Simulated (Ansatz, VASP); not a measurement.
# One calculation of Ru, two programs

Contents of INCAR:

```
PREC = Accurate ; ENCUT = 520
EDIFF = 1E-6 ; ISMEAR = 0
SIGMA = 0.1 ; LREAL = False
LASPH = True ; NELM = 100
ALGO = Normal ; ISIF = 2
LWAVE = False ; LCHARG = True
GGA = PE ; IVDW = 12
LELF = True ; LVHAR = True
NBANDS = 13
```

The input KPOINTS:

```
Automatic mesh
0
Gamma
  8 8 8
```

Contents of POSCAR:

```
Ru
1.0
    0.0000000000      1.8956891339      1.8956891339
    1.8956891339      0.0000000000      1.8956891339
    1.8956891339      1.8956891339      0.0000000000
Ru
1
Direct
    0.0000000000      0.0000000000      0.0000000000
```

Input for Ansatz:

```yaml
crystal:
  lattice:
    - [0.0, 1.8956891339, 1.8956891339]
    - [1.8956891339, 0.0, 1.8956891339]
    - [1.8956891339, 1.8956891339, 0.0]
  atoms:
    - { symbol: Ru, position: [0.0, 0.0, 0.0] }
basis:
  ecutwfc: 420
kpoints:
  mp_grid: { grid: [8, 8, 8] }
hamiltonian:
  xc: pbe
  dispersion: d3bj
scf:
  occupations: { method: gaussian, width: 0.1 }
output:
  forces: true
  stress: true
  eigenvalues: true
```

Alike in both runs: task single point; functional PBE; dispersion D3(BJ); k mesh 8 × 8 × 8; occupations gaussian, width 0.1 eV; no spin polarisation.

```csv
,VASP,Ansatz
version,VASP 6.6.1,Ansatz 0.2.0
potentials or method,"VASP PAW PBE potentials, release 64 (Ru_pv), cutoff 520 eV","scalar-relativistic, plane waves, PAW"
valence electrons in the cell,14,16
```

```tsv
	VASP	Ansatz	Ansatz less VASP
gap on the k mesh at the Fermi level (eV)	none	none	-
pressure (GPa)	-3.8	-3.8	+0.08
```

A gap of «none» marks a metal or a gap that the smearing closes. VASP's potentials hold 14 valence electrons a cell and Ansatz's 16, so a difference there can come from the potentials and not from the codes.
